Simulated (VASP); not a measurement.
# WS2 (R3m) in VASP: a series of runs

The runs below take WS2 through single point, with PBEsol.

Everything below comes from runs of VASP 6.6.1. Logs are shortened: lines on timing, memory, paths and dates and some standing lists are left out, and cuts for length are marked.

## Step 1: The cell of the first run

It takes space group R3m (No. 160, trigonal). The conventional cell has a = 3.195 Å, b = 3.195 Å, c = 18.538 Å, α = 90.00°, β = 90.00°, γ = 120.00°. Within 3.2 Å of W (site symmetry 3m) lie 6 S at 2.39 Å and 6 W at 3.19 Å. S (site symmetry 3m) has 3 W at 2.39 Å and 7 S at 3.04 to 3.19 Å within 3.2 Å. S (site symmetry 3m) has 3 W at 2.39 Å and 7 S at 3.04 to 3.19 Å within 3.2 Å.

## Step 2: Single point, PBEsol (strain +0.015 along x and y, -0.030 along z)

INCAR reads:

```
  ALGO = Normal
  EDIFF = 1E-6
  ENCUT = 520
  GGA = PS
  ISIF = 2
  ISMEAR = 0
  LASPH = T
  LCHARG = F
  LREAL = F
  LWAVE = F
  NBANDS = 20
  NELM = 80
  PREC = Accurate
  SIGMA = 0.05
```

KPOINTS reads:

```
k-points
0
Gamma
  12 12 12
```

POSCAR reads:

```
WS2
1.0
    1.5974104533      0.9222653552      6.1793507999
   -1.5974104533      0.9222653552      6.1793507999
    0.0000000000     -1.8445307105      6.1793507999
W S
1 2
Direct
    0.9993284863      0.9993284863      0.9993284863
    0.7479630314      0.7479630314      0.7479630314
    0.5840084823      0.5840084823      0.5840084823
```

Potentials or basis: VASP PAW PBE potentials, release 64 (W_sv, S).

On the command line:

```bash
$ cat potpaw_PBE.64/W_sv/POTCAR potpaw_PBE.64/S/POTCAR > POTCAR
$ mpirun -np 1 vasp_std > vasp.out
```

OUTCAR:

```text
EDIFF = 1E-6
   ENCUT = 520
   GGA = PS
   ISIF = 2
   ISMEAR = 0
   LASPH = T
   LREAL = F
   NELM = 80
   PREC = Accurate

 ion  position               nearest neighbor table
   1  0.999  0.999  0.999-   2 2.39   2 2.39   2 2.39   3 2.39   3 2.39   3 2.39
   2  0.748  0.748  0.748-   1 2.39   1 2.39   1 2.39
   3  0.584  0.584  0.584-   1 2.39   1 2.39   1 2.39

  LATTYP: Found a trigonal (rhomboedric) cell.
 ALAT       =     6.4487727398
 COS(alpha) =     0.8772818230

  Lattice vectors:

 A1 = (   1.5974104533,   0.9222653552,   6.1793507999)
 A2 = (  -1.5974104533,   0.9222653552,   6.1793507999)
 A3 = (   0.0000000000,  -1.8445307105,   6.1793507999)

Analysis of symmetry for initial positions (statically):
=====================================================================
 Subroutine PRICEL returns:
 Original cell was already a primitive cell.

 Routine SETGRP: Setting up the symmetry group for a
 trigonal (rhombohedral) supercell.

 Subroutine GETGRP returns: Found  6 space group operations
 (whereof  6 operations were pure point group operations)
 out of a pool of 12 trial point group operations.

The static configuration has the point symmetry C_3v.

Analysis of symmetry for dynamics (positions and initial velocities):
=====================================================================
 Subroutine PRICEL returns:
 Original cell was already a primitive cell.

 Routine SETGRP: Setting up the symmetry group for a
 trigonal (rhombohedral) supercell.

 Subroutine GETGRP returns: Found  6 space group operations
 (whereof  6 operations were pure point group operations)
 out of a pool of 12 trial point group operations.

The dynamic configuration has the point symmetry C_3v.

 Subroutine INISYM returns: Found  6 space group operations
 (whereof  6 operations are pure point group operations),
 and found     1 'primitive' translations

----------------------------------------------------------------------------------------

                                     Primitive cell

  volume of cell :      54.6219

  direct lattice vectors                    reciprocal lattice vectors
     1.597410453  0.922265355  6.179350800     0.313006591  0.180714439  0.053943099
    -1.597410453  0.922265355  6.179350800    -0.313006591  0.180714439  0.053943099
     0.000000000 -1.844530710  6.179350800     0.000000000 -0.361428879  0.053943099

  length of vectors
     6.448772740  6.448772740  6.448772740     0.365432199  0.365432199  0.365432199

  position of ions in fractional coordinates (direct lattice)
     0.999328486  0.999328486  0.999328486
     0.747963031  0.747963031  0.747963031
     0.584008482  0.584008482  0.584008482

  ion indices of the primitive-cell ions
   primitive index   ion index
                 1           1
                 2           2
                 3           3

----------------------------------------------------------------------------------------

 KPOINTS: k-points

Automatic generation of k-mesh.
 Grid dimensions read from file:
 generate k-points for:   12   12   12

 Generating k-lattice:

  Cartesian coordinates                     Fractional coordinates (reciprocal lattice)
     0.026083883  0.015059537  0.004495258     0.083333333 -0.000000000 -0.000000000
    -0.026083883  0.015059537  0.004495258    -0.000000000  0.083333333 -0.000000000
     0.000000000 -0.030119073  0.004495258    -0.000000000 -0.000000000  0.083333333

  Length of vectors
     0.030452683  0.030452683  0.030452683

  Shift w.r.t. Gamma in fractional coordinates (k-lattice)
     0.000000000  0.000000000  0.000000000

 Subroutine IBZKPT returns following result:
 ===========================================

 Found    189 irreducible k-points:

 Following reciprocal coordinates:
            Coordinates               Weight
  0.000000  0.000000  0.000000      1.000000
  0.083333  0.000000 -0.000000      6.000000
  0.166667 -0.000000 -0.000000      6.000000
  0.250000  0.000000  0.000000      6.000000
  0.333333  0.000000  0.000000      6.000000
  0.416667  0.000000 -0.000000      6.000000
[... 16 lines left out ...]
  0.500000  0.166667 -0.000000     12.000000
 -0.416667  0.166667  0.000000     12.000000
 [... further k-points ...]
   k-points           NKPTS =    189   k-points in BZ     NKDIM =    189   number of bands    NBANDS=     20
   number of dos      NEDOS =    301   number of ions     NIONS =      3
   total plane-waves  NPLWV = 110592
   dimension x,y,z NGX =    48 NGY =   48 NGZ =   48
   dimension x,y,z NGXF=    96 NGYF=   96 NGZF=   96
   ions per type =               1   2
   NGX,Y,Z   is equivalent  to a cutoff of  12.37, 12.37, 12.37 a.u.
   NGXF,Y,Z  is equivalent  to a cutoff of  24.75, 24.75, 24.75 a.u.
 SYSTEM =  unknown system
   PREC   = accura    normal or accurate (medium, high low for compatibility)
   ISTART =      0    job   : 0-new  1-cont  2-samecut
   ICHARG =      2    charge: 1-file 2-atom 10-const
   ISPIN  =      1    spin polarized calculation?
   LNONCOLLINEAR =      F non collinear calculations
   LSORBIT =      F    spin-orbit coupling
   LASPH  =      T    aspherical Exc in radial PAW
   ENCUT  =  520.0 eV  38.22 Ry    6.18 a.u.  11.99 11.99 11.99*2*pi/ulx,y,z
   NELM   =     80;   NELMIN=  2; NELMDL= -5     # of ELM steps
   EDIFF  = 0.1E-05   stopping-criterion for ELM
   LREAL  =      F    real-space projection
   EDIFFG = 0.1E-04   stopping-criterion for IOM
   NSW    =      0    number of steps for IOM
   IBRION =     -1    ionic relax: 0-MD 1-quasi-New 2-CG
   NFREE  =      0    steps in history (QN), initial steepest desc. (CG)
   ISIF   =      2    stress and relaxation
   ISYM   =      2    0-nonsym 1-usesym 2-fastsym
   POTIM  = 0.5000    time-step for ionic-motion
   TEBEG  =    0.0;   TEEND  =   0.0 temperature during run
   PSTRESS=    0.0 pullay stress
   NELECT =      26.0000    total number of electrons
   NUPDOWN=      -1.0000    fix difference up-down
   EMIN   =  10.00;   EMAX   =-10.00  energy-range for DOS
   EFERMI =   0.00;   METHOD = LEGACY
   ISMEAR =     0;   SIGMA  =   0.05  broadening in eV -4-tet -1-fermi 0-gaus
   EFERMI_NEDOS =   21; number of points for ismear=-14 and -15
   IALGO  =     38    algorithm
   IMIX   =      4    mixing-type and parameters
     AMIX     =   0.40;   BMIX     =  1.00
     AMIX_MAG =   1.60;   BMIX_MAG =  1.00
  volume/ion in A,a.u.               =      18.21       122.87
  Fermi-wavevector in a.u.,A,eV,Ry     =   1.278234  2.415512 22.230324  1.633883
  Thomas-Fermi vector in A             =   2.410789
   LORBIT       =      0    0 simple, 1 ext, 2 COOP (PROOUT), +10 PAW based schemes
   GGA     = PS    functional components
   LHFCALC =     F    Hartree Fock is set to
   AEXX    =    0.0000 exact exchange contribution
   IVDW    =     0    specifies the selected vdW correction
   LEPSILON=     F    determine dielectric tensor
   LRPA    =     F    only Hartree local field effects (RPA)
 non-spin polarized calculation
 Gauss-broadening in eV      SIGMA  =   0.05
  energy-cutoff  :      520.00
  volume of cell :       54.62
 maximum number of plane-waves:      1488
   NGX = 23   NGY = 23   NGZ = 23

 number of electron      26.0000001 magnetization

 Free energy of the ion-electron system (eV)
  ---------------------------------------------------
  ext. energy  EPLUGINS =         0.00000000
  ---------------------------------------------------
  free energy    TOTEN  =       -25.23224708 eV

  energy without entropy =      -25.23224708  energy(sigma->0) =      -25.23224708

 E-fermi :   7.5456     XC(G=0): -10.9259

 val. band max:        7.2463620922   @ k =   0.5000   0.5000   0.5000
 cond. band min:       8.0006081605   @ k =  -0.1667   0.5000   0.1667
 fundamental gap:      0.7542460683
 Fermi energy:         7.5456143666

 k-point     1 :       0.0000    0.0000    0.0000
  band No.  band energies     occupation
      1     -67.5241      2.00000
      2     -31.7793      2.00000
      3     -31.6485      2.00000
      4     -31.6485      2.00000
      5      -8.5715      2.00000
      6      -6.4679      2.00000
[... 12 lines left out ...]
     19      14.7606      0.00000
     20      15.1888      0.00000

 k-point     2 :       0.0833    0.0000   -0.0000
  band No.  band energies     occupation
      1     -67.5231      2.00000
      2     -31.7752      2.00000
      3     -31.6713      2.00000
      4     -31.6538      2.00000
      5      -8.4545      2.00000
      6      -6.4390      2.00000
[... 12 lines left out ...]
     19      15.2005      0.00000
     20      15.3409      0.00000

 k-point     3 :       0.1667   -0.0000   -0.0000
  band No.  band energies     occupation
      1     -67.5201      2.00000
      2     -31.7640      2.00000
      3     -31.7330      2.00000
      4     -31.6681      2.00000
      5      -8.1214      2.00000
      6      -6.3566      2.00000
[... 12 lines left out ...]
     19      15.3025      0.00000
     20      16.0025      0.00000

 k-point     4 :       0.2500    0.0000    0.0000
  band No.  band energies     occupation
      1     -67.5160      2.00000
      2     -31.8162      2.00000
      3     -31.7485      2.00000
      4     -31.6876      2.00000
      5      -7.6260      2.00000
      6      -6.2348      2.00000
[... 12 lines left out ...]
     19      15.1476      0.00000
     20      15.5836      0.00000

 k-point     5 :       0.3333    0.0000    0.0000
  band No.  band energies     occupation
      1     -67.5120      2.00000
      2     -31.8982      2.00000
      3     -31.7330      2.00000
      4     -31.7071      2.00000
      5      -7.0653      2.00000
      6      -6.1008      2.00000
[... 12 lines left out ...]
     19      14.3077      0.00000
     20      14.8681      0.00000
[... 353 lines left out ...]
      6      -6.2016      2.00000
[... 12 lines left out ...]
     19      15.0328      0.00000
     20      15.6921      0.00000

 k-point    22 :       0.4167    0.1667    0.0000
  band No.  band energies     occupation
      1     -67.5105      2.00000
      2     -31.8982      2.00000
      3     -31.7449      2.00000
      4     -31.7274      2.00000
      5      -6.8233      2.00000
      6      -6.0663      2.00000
[... 12 lines left out ...]
     19      14.8379      0.00000
     20      15.4916      0.00000

 k-point    23 :       0.5000    0.1667   -0.0000
  band No.  band energies     occupation
      1     -67.5079      2.00000
      2     -31.9380      2.00000
      3     -31.7691      2.00000
      4     -31.7175      2.00000
      5      -6.4046      2.00000
      6      -5.9495      2.00000
[... 12 lines left out ...]
     19      14.9237      0.00000
     20      15.4323      0.00000

 k-point    24 :      -0.4167    0.1667    0.0000
  band No.  band energies     occupation
      1     -67.5070      2.00000
      2     -31.9524      2.00000
      3     -31.7781      2.00000
      4     -31.7139      2.00000
      5      -6.2455      2.00000
      6      -5.8952      2.00000
[... 12 lines left out ...]
     19      15.2309      0.00000
     20      15.4112      0.00000

 [... further k-points ...]

------------------------ aborting loop because EDIFF is reached ----------------------------------------

  FORCE on cell =-STRESS in cart. coord.  units (eV):
  Direction    XX          YY          ZZ          XY          YZ          ZX
  --------------------------------------------------------------------------------------
  -------------------------------------------------------------------------------------
  Total       -0.6809023     -0.6809023      2.0042102      0.0000000     -0.0000000      0.0000000
  in kB      -19.9723374    -19.9723374     58.7878160      0.0000000     -0.0000000      0.0000000
  external PRESSURE =       6.2810471 kB  Pullay stress =       0.0000000 kB

 VOLUME and BASIS-vectors are now :
 -----------------------------------------------------------------------------
  energy-cutoff  :      520.00
  volume of cell :       54.62
      direct lattice vectors                 reciprocal lattice vectors
     1.597410453  0.922265355  6.179350800     0.313006591  0.180714439  0.053943099
    -1.597410453  0.922265355  6.179350800    -0.313006591  0.180714439  0.053943099
     0.000000000 -1.844530710  6.179350800     0.000000000 -0.361428879  0.053943099

 POSITION                                       TOTAL-FORCE (eV/Angst)
 -----------------------------------------------------------------------------------
      0.00000     -0.00000     18.52560         0.000000      0.000000     -0.000486
      0.00000     -0.00000     13.86578         0.000000     -0.000000      0.636549
      0.00000     -0.00000     10.82638         0.000000      0.000000     -0.636063
 -----------------------------------------------------------------------------------
    total drift:                               -0.000000     -0.000000      0.000273

  FREE ENERGIE OF THE ION-ELECTRON SYSTEM (eV)
  ---------------------------------------------------
  free  energy   TOTEN  =       -25.2322470815 eV

  energy  without entropy=      -25.2322470815  energy(sigma->0) =      -25.23224708
```

It took 3.4 min on 1 thread of Intel Xeon 6975P-C (Granite Rapids), shared host; peak memory 0.44 GiB.

Results:

- Free energy: -25.2322 eV
- Pressure: 0.6 GPa
- Largest force: 0.637 eV/Å
- Band gap on the k mesh: 0.75 eV (least direct gap 1.65 eV)

Forces in eV/Å, atoms in the order of the input:
```
W    0.000  0.000  0.000
S    0.000  0.000  0.637
S    0.000  0.000 -0.636
```

Levels at points of the mesh, in eV from the valence-band top:
```
           k point  band 9  band 10  band 11  band 12  band 13  band 14  band 15  band 16  band 17  band 18
(0.00, 0.00, 0.00)   -3.98    -2.69    -2.69    -1.59    -1.13     1.99     1.99     2.41     2.41     4.24
(0.50, 0.00, 0.00)   -5.49    -4.49    -2.57    -2.20    -1.85     1.93     2.36     3.39     3.86     4.17
(0.50, 0.50, 0.00)   -5.21    -4.42    -3.11    -2.35    -1.71     1.88     2.44     3.03     4.30     4.71
(0.50, 0.50, 0.50)   -3.99    -3.72    -2.66    -2.66     0.00     2.07     2.07     2.29     2.29     4.45
```

Caveat: the cell differs from its parent crystal (strain +0.015 along x and y, -0.030 along z); the PAW data sets were made with another functional, which shifts forces and pressure a little; spin-orbit coupling is left out, which moves the levels of the heavy elements.

## Step 3: Single point, PBEsol (strain +0.000 along x and y, +0.015 along z)

INCAR reads:

```
ALGO = Normal ; EDIFF = 1E-6
ENCUT = 520 ; GGA = PS
ISIF = 2 ; ISMEAR = 0
LASPH = T ; LCHARG = F
LREAL = F ; LWAVE = F
NBANDS = 20 ; NELM = 60
PREC = Accurate ; SIGMA = 0.05
```

KPOINTS is that of step 2.

POSCAR reads:

```
WS2
1.0
    1.5738034023      0.9086358179      6.4660217133
   -1.5738034023      0.9086358179      6.4660217133
    0.0000000000     -1.8172716359      6.4660217133
W S
1 2
Direct
    0.9993284863      0.9993284863      0.9993284863
    0.7479630314      0.7479630314      0.7479630314
    0.5840084823      0.5840084823      0.5840084823
```

Potentials or basis: VASP PAW PBE potentials, release 64 (W_sv, S).

On the command line:

```bash
$ cat potpaw_PBE.64/W_sv/POTCAR potpaw_PBE.64/S/POTCAR > POTCAR
$ mpirun -np 1 vasp_std > vasp.out
```

Run time: 4 min. Hardware: 1 thread of Intel Xeon 6975P-C (Granite Rapids), shared host; peak memory 0.46 GiB.

Results (log left out):

```yaml
Free_energy: -25.2634 eV
Pressure: -2.4 GPa
Largest_force: 0.438 eV/Å
Band_gap_on_the_k_mesh: 1.22 eV (least direct gap 1.99 eV)
```

Forces on the atoms (eV/Å):
```
W    0.000  0.000  0.000
S    0.000  0.000 -0.438
S    0.000  0.000  0.438
```

Stress tensor (GPa, compression positive):
```
-1.49  0.00  0.00
 0.00 -1.49  0.00
 0.00  0.00 -4.22
```

Levels at points of the mesh, in eV from the valence-band top:
```csv
k point,band 11,band 12,band 13,band 14,band 15,band 16
"(0.00, 0.00, 0.00)",-1.86,-1.67,-1.06,2.55,2.55,2.74
"(0.50, 0.00, 0.00)",-2.44,-1.46,-1.44,2.65,2.86,3.83
"(0.50, 0.50, 0.00)",-2.88,-1.58,-1.30,2.63,3.02,3.45
"(0.50, 0.50, 0.50)",-1.85,-1.85,0.00,2.61,2.61,2.66
```

Caveat: the cell differs from its parent crystal (strain +0.000 along x and y, +0.015 along z); the PAW data sets were made with another functional, which shifts forces and pressure a little; spin-orbit coupling is left out, which moves the levels of the heavy elements. A k mesh can miss the band edges.

[end of part 1 of 2]
